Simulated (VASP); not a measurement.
Wanted: the native input for a VASP 6.6.1 run.

| Property | Result |
| --- | --- |
| Task | single point |
| Functional | PBE |
| Potentials or basis | VASP PAW PBE potentials, release 64 (Mg, B) |
| Cutoff | 520 eV |
| k mesh | 12 × 12 × 9 |
| Occupations | fermi-dirac, width 0.05 eV |
| Spin | no spin polarisation |
| Dipole correction | no |
| Further INCAR settings | ALGO = Normal; EDIFF = 1e-06; NBANDS = 11 |

The structure of MgB2 lies in POSCAR:

```
MgB2
1.0
    3.0433063957      0.0000000000      0.0000000000
   -1.5216531979      2.6355806502      0.0000000000
    0.0000000000      0.0000000000      3.4753860552
Mg B
1 2
Direct
    0.0000000000      0.0000000000      0.0000000000
    0.3333333333      0.6666666667      0.5000000000
    0.6666666667      0.3333333333      0.5000000000
```

This cell differs from its parent crystal: volume scaled by 0.96.

These files were run (other wordings do the same):

INCAR

```
SYSTEM = MgB2
  ALGO = Normal
  EDIFF = 1E-6
  ENCUT = 520
  GGA = PE
  ISIF = 2
  ISMEAR = -1
  LASPH = .TRUE.
  LCHARG = .FALSE.
  LREAL = .FALSE.
  LWAVE = .FALSE.
  NBANDS = 11
  NELM = 60
  PREC = Accurate
  SIGMA = 0.05
```

KPOINTS

```
k-points
0
G
  12 12 9
  0 0 0
```

Potentials or basis: VASP PAW PBE potentials, release 64 (Mg, B).

Launch:

```sh
$ cat potpaw_PBE.64/Mg/POTCAR potpaw_PBE.64/B/POTCAR > POTCAR
$ mpirun -np 1 vasp_std > vasp.out
```

It gave:

```json
{"Pressure": "5.2 GPa", "Band gap on the k mesh": "zero (band 4 reaches 7.38 eV, above the bottom of band 5 at 3.57 eV)"}
```

It took 11 s on 1 thread of Intel(R) Xeon(R) 6975P-C (Granite Rapids) (shared host), peak memory 0.16 GiB.
